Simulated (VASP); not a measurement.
# MgB (Pm-3m) in VASP: notebook, part 2 of 2

VASP 6.6.1.

### 4 Relaxation of cell and atoms, r2SCAN

This run uses another cell than the first one, of 12.13 Å³/atom.

Contents of POSCAR:

```
MgB
1.0
    2.8951500000      0.0000000000      0.0000000000
    0.0000000000      2.8951500000      0.0000000000
    0.0000000000      0.0000000000      2.8951500000
Mg B
1 1
Direct
    0.0000000000      0.0000000000      0.0000000000
    0.5000000000      0.5000000000      0.5000000000
```

Contents of INCAR.step1:

```
SYSTEM = MgB
  PREC = Accurate
  ENCUT = 600
  ISMEAR = -1
  SIGMA = 0.05
  LREAL = .FALSE.
  LASPH = .TRUE.
  NELM = 100
  GGA = PE
  ALGO = Normal
  EDIFF = 1E-4
  LWAVE = .TRUE.
  LCHARG = .FALSE.
```

Contents of INCAR.step2:

```
SYSTEM = MgB
  PREC = Accurate
  ENCUT = 600
  EDIFF = 1E-7
  ISMEAR = -1
  SIGMA = 0.05
  LREAL = .FALSE.
  LASPH = .TRUE.
  NELM = 100
  ALGO = Normal
  ISIF = 3
  LWAVE = .FALSE.
  LCHARG = .FALSE.
  METAGGA = R2SCAN
  LMIXTAU = .TRUE.
  IBRION = 2
  NSW = 60
  EDIFFG = -0.01
  ISTART = 1
```

Contents of KPOINTS:

```
regular mesh
0
G
  9 9 9
  0 0 0
```

Potentials or basis: VASP PAW PBE potentials, release 64 (Mg, B).

Launch:

```
cat potpaw_PBE.64/Mg/POTCAR potpaw_PBE.64/B/POTCAR > POTCAR
cp INCAR.step1 INCAR
mpirun -np 1 vasp_std > vasp.out
cp INCAR.step2 INCAR
mpirun -np 1 vasp_std > vasp.out
```

OUTCAR:

```text
SYSTEM = MgB
   PREC = Accurate
   ENCUT = 600
   EDIFF = 1E-7
   ISMEAR = -1
   LREAL = .FALSE.
   LASPH = .TRUE.
   NELM = 100
   ISIF = 3
   METAGGA = R2SCAN
   IBRION = 2
   NSW = 60
   EDIFFG = -0.01
   ISTART = 1

 ion  position               nearest neighbor table
   1  0.000  0.000  0.000-   2 2.51   2 2.51   2 2.51   2 2.51   2 2.51   2 2.51   2 2.51   2 2.51

   2  0.500  0.500  0.500-   1 2.51   1 2.51   1 2.51   1 2.51   1 2.51   1 2.51   1 2.51   1 2.51

  LATTYP: Found a simple cubic cell.
 ALAT       =     2.8951500000

  Lattice vectors:

 A1 = (   2.8951500000,   0.0000000000,   0.0000000000)
 A2 = (   0.0000000000,   2.8951500000,   0.0000000000)
 A3 = (   0.0000000000,   0.0000000000,   2.8951500000)

Analysis of symmetry for initial positions (statically):
=====================================================================
 Subroutine PRICEL returns:
 Original cell was already a primitive cell.

 Routine SETGRP: Setting up the symmetry group for a
 simple cubic supercell.

 Subroutine GETGRP returns: Found 48 space group operations
[... 215 lines left out ...]
 cond. band min:       4.9329422244   @ k =   0.3333   0.3333   0.3333
 fundamental gap:      0.1124121880
 Fermi energy:         4.8945228581

 k-point     1 :       0.0000    0.0000    0.0000
  band No.  band energies     occupation
      1      -6.8455      2.00000
      2       7.5002      0.00000
      3       7.5002      0.00000
      4       7.5002      0.00000
      5      12.1421      0.00000
      6      12.1421      0.00000
[... 199 lines left out ...]
 k-point    24 :       0.4444    0.3333    0.1111
  band No.  band energies     occupation
      1      -2.0394      2.00000
      2       0.7956      2.00000
      3       3.3909      2.00000
      4       8.7903      0.00000
      5       9.0748      0.00000
      6      15.5634      0.00000

 [... further k-points ...]

------------------------ aborting loop because EDIFF is reached ----------------------------------------

  FORCE on cell =-STRESS in cart. coord.  units (eV):
  Direction    XX          YY          ZZ          XY          YZ          ZX
  --------------------------------------------------------------------------------------
  -------------------------------------------------------------------------------------
  Total       -0.0140071     -0.0140071     -0.0140071      0.0000000     -0.0000000      0.0000000
  in kB       -0.9374654     -0.9374654     -0.9374654      0.0000000     -0.0000000      0.0000000
  external PRESSURE =      -0.9374654 kB  Pullay stress =       0.0000000 kB

 VOLUME and BASIS-vectors are now :
 -----------------------------------------------------------------------------
  energy-cutoff  :      600.00
  volume of cell :       23.94
      direct lattice vectors                 reciprocal lattice vectors
     2.882046173 -0.000000000 -0.000000000     0.346975704  0.000000000 -0.000000000
    -0.000000000  2.882046173 -0.000000000     0.000000000  0.346975704  0.000000000
     0.000000000 -0.000000000  2.882046173     0.000000000  0.000000000  0.346975704

 POSITION                                       TOTAL-FORCE (eV/Angst)
 -----------------------------------------------------------------------------------
      0.00000      0.00000      0.00000        -0.000000      0.000000      0.000000
      1.44102      1.44102      1.44102         0.000000     -0.000000      0.000000
 -----------------------------------------------------------------------------------
    total drift:                                0.000000     -0.000000     -0.000000

  FREE ENERGIE OF THE ION-ELECTRON SYSTEM (eV)
  ---------------------------------------------------
  free  energy   TOTEN  =        -9.9397611093 eV

  energy  without entropy=       -9.9327490529  energy(sigma->0) =       -9.93625508

 reached required accuracy - stopping structural energy minimisation
```

It took 76 s on 1 thread of Intel Xeon 8259CL, shared host; peak memory 0.15 GiB.

Results:

* Free energy: -9.9398 eV
* Relaxed volume: 11.97 Å³/atom
* Relaxed cell: a = 2.882 Å, b = 2.882 Å, c = 2.882 Å, α = 90.00°, β = 90.00°, γ = 90.00°
* Space group after relaxing (to 0.1 Å): Pm-3m (No. 221)
* Energy gained by relaxing: 0.7 meV/atom
* Ionic steps: 2
* Pressure after relaxing: -0.1 GPa
* Band gap on the k mesh: zero (an odd number of electrons rules out a gap without spin polarisation)

Step by step:
```csv
step,energy change (eV),largest force (eV/Å),pressure (GPa),volume (Å³)
1,0.0000,0.0000,-1.24,24.27
2,-0.0014,0.0000,-0.09,23.94
```

Final structure:
```yaml
crystal:
  lattice:
    - [2.88205, 0.00000, 0.00000]
    - [0.00000, 2.88205, 0.00000]
    - [0.00000, 0.00000, 2.88205]
  atoms:
    - { symbol: Mg, position: [0.00000, 0.00000, 0.00000] }
    - { symbol: B, position: [0.50000, 0.50000, 0.50000] }
```

Caveat: the PAW data sets were made with another functional, which shifts forces and pressure a little.

### 5 Summary

```tsv
task	cell	cutoff (eV)	gap on the mesh (eV)	pressure (GPa)
single point	a = 2.886 Å, 2 atoms	520	none	-0.4
single point	a = 2.864 Å, 2 atoms	520	none	1.6
relaxation of cell and atoms	relaxed from a = 2.895 Å, 2 atoms	600	none	-0.1
```

Alike in all rows: level r2SCAN; potentials or basis VASP PAW PBE potentials, release 64 (Mg, B); no spin polarisation; k mesh 9 × 9 × 9; smearing fermi-dirac 0.05 eV.

Caveats: the PAW data sets were made with another functional, which shifts forces and pressure a little.

Total energies depend on the potentials used, so only differences within one code and one set of settings carry meaning.
